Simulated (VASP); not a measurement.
Al3N: relaxation of cell and atoms with PBE

Crystal: Al3N.

```xyz
8
Lattice="4.2510 0.0000 0.0000 0.0000 4.1561 3.5952 0.0000 -4.1561 3.5952" Properties=species:S:1:pos:R:3 pbc="T T T"
Al    3.6268   -3.5458    3.9139
Al    3.6268   -0.6103    3.9139
Al    0.6242    0.6103    3.9139
Al    0.6242    3.5458    3.9139
Al    0.0000   -2.0780    3.5952
Al    0.0000    2.0780    3.5952
N     2.8340    2.0780    1.7976
N     1.4170   -2.0780    1.7976
```

The cell was generated, and may not be a known phase.

```
Program                : VASP 6.6.1
Task                   : relaxation of cell and atoms
Functional             : PBE
Potentials or basis    : VASP PAW PBE potentials, release 64 (Al, N)
Cutoff                 : 600 eV
k mesh                 : 4 × 4 × 4
Occupations            : gaussian, width 0.1 eV
Spin                   : no spin polarisation
Dipole correction      : no
Further INCAR settings : ALGO = Normal; EDIFF = 1e-06; IBRION = 2; EDIFFG = -0.04; NSW = 90; ISIF = 3
```

- Relaxed volume: 14.77 Å³/atom
- Relaxed cell: a = 5.039 Å, b = 5.205 Å, c = 5.205 Å, α = 120.03°, β = 90.00°, γ = 90.00°
- Space group after relaxing (to 0.1 Å): Aem2 (No. 39)
- Pressure after relaxing: -0.1 GPa
- Largest force after relaxing: 0.026 eV/Å
- Band gap on the k mesh: zero (bands 14 and 15 overlap by 1.21 eV)

Forces on the atoms (eV/Å):
```
Al   0.001  0.024 -0.006
Al   0.001 -0.024 -0.006
Al  -0.001  0.024 -0.006
Al  -0.001 -0.024 -0.006
Al   0.004  0.000 -0.008
Al  -0.004  0.000 -0.008
N   -0.018  0.000  0.019
N    0.018  0.000  0.019
```

Stress tensor (GPa, compression positive):
```
-0.03  0.00  0.00
 0.00 -0.01  0.00
 0.00  0.00 -0.11
```

Final structure:
```
Al N
1.0
     5.03922    0.00000    0.00000
     0.00000    4.50789    2.60123
     0.00000   -4.50789    2.60123
Al N
6 2
Direct
  0.73274 0.12997 0.99866
  0.73274 0.49866 0.62997
  0.26726 0.62997 0.49866
  0.26726 0.99866 0.12997
  0.21238 0.28588 0.78588
  0.78762 0.78588 0.28588
  0.86075 0.42415 0.92415
  0.13925 0.92415 0.42415
```

Levels at points of the mesh, in eV from the Fermi level:
| k point | band 10 | band 11 | band 12 | band 13 | band 14 | band 15 | band 16 | band 17 | band 18 | band 19 |
| --- | --- | --- | --- | --- | --- | --- | --- | --- | --- | --- |
| (0.00, 0.00, 0.00) | -3.55 | -2.50 | -2.02 | -1.80 | -0.33 | -0.20 | 0.71 | 1.20 | 1.52 | 1.55 |
| (0.50, 0.00, 0.00) | -4.03 | -2.64 | -2.41 | -1.94 | -1.40 | 0.18 | 0.91 | 1.48 | 2.09 | 2.36 |
| (0.00, 0.50, 0.00) | -3.77 | -2.52 | -2.52 | -0.74 | -0.74 | 0.25 | 0.25 | 2.03 | 2.03 | 3.09 |
| (0.50, 0.50, 0.00) | -4.01 | -2.63 | -2.63 | -0.64 | -0.64 | 1.66 | 1.66 | 3.06 | 3.06 | 4.05 |
| (0.00, 0.50, 0.50) | -3.88 | -3.64 | -2.35 | -2.06 | -1.28 | 0.91 | 1.91 | 1.94 | 2.01 | 3.47 |
| (0.50, 0.50, 0.50) | -2.31 | -2.06 | -1.35 | -1.21 | -0.37 | 0.01 | 0.58 | 2.61 | 3.08 | 3.76 |

Run time: 17 min on 1 thread of Intel(R) Xeon(R) 6975P-C (Granite Rapids), with other jobs on the host, peak memory 0.31 GiB.

Caveat: the k points lie up to 0.35 Å⁻¹ apart in the final cell, too coarse for converged energies and pressures of a metal; a cell axis changed by over 15 % at a fixed basis, so the end point is rough.
